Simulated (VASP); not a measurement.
Here is a VASP 6.6.1 calculation.

The input INCAR:

```
PREC = Accurate
ENCUT = 520
EDIFF = 1E-6
ISMEAR = 0
SIGMA = 0.03
LREAL = False
LASPH = True
NELM = 60
ALGO = Normal
ISIF = 2
LWAVE = False
LCHARG = False
GGA = PE
NBANDS = 26
```

Contents of KPOINTS:

```
regular mesh
0
Gamma
  10 10 6
```

POSCAR

```
Si
1.0
    6.9566440635     -1.9335216858     -0.0049619774
    6.9566440635      1.9335216858     -0.0049619774
   -0.7559566346      0.0000000000      6.3198892699
Si
8
Direct
    0.0588734507      0.0510470638      0.8707018534
    0.9502810380      0.9391503019      0.1325490981
    0.5609954433      0.5565229942      0.6589326173
    0.4339328844      0.4449049998      0.3356343908
    0.2060740962      0.2190748862      0.0514089226
    0.7862333909      0.7914186698      0.9451795141
    0.7302919939      0.7234071038      0.5794739448
    0.2733177026      0.2744739805      0.4261196589
```

Potentials or basis: VASP PAW PBE potentials, release 64 (Si).

The run is started by

```bash
$ cat potpaw_PBE.64/Si/POTCAR > POTCAR
$ mpirun -np 1 vasp_std > vasp.out
```

**Question.** Predict the largest force.

**Answer.** 1.489 eV/Å.

**Question.** Estimate the pressure.

**Answer.** 0.1 GPa.

Stress tensor (GPa, compression positive):
```
-0.90  0.11 -0.70
 0.11  2.44 -0.35
-0.70 -0.35 -1.31
```

Caveat: the cell differs from its parent crystal (atoms moved at random); forces of over 1 eV/Å act on the atoms, so gaps and moduli don't describe the material at rest.
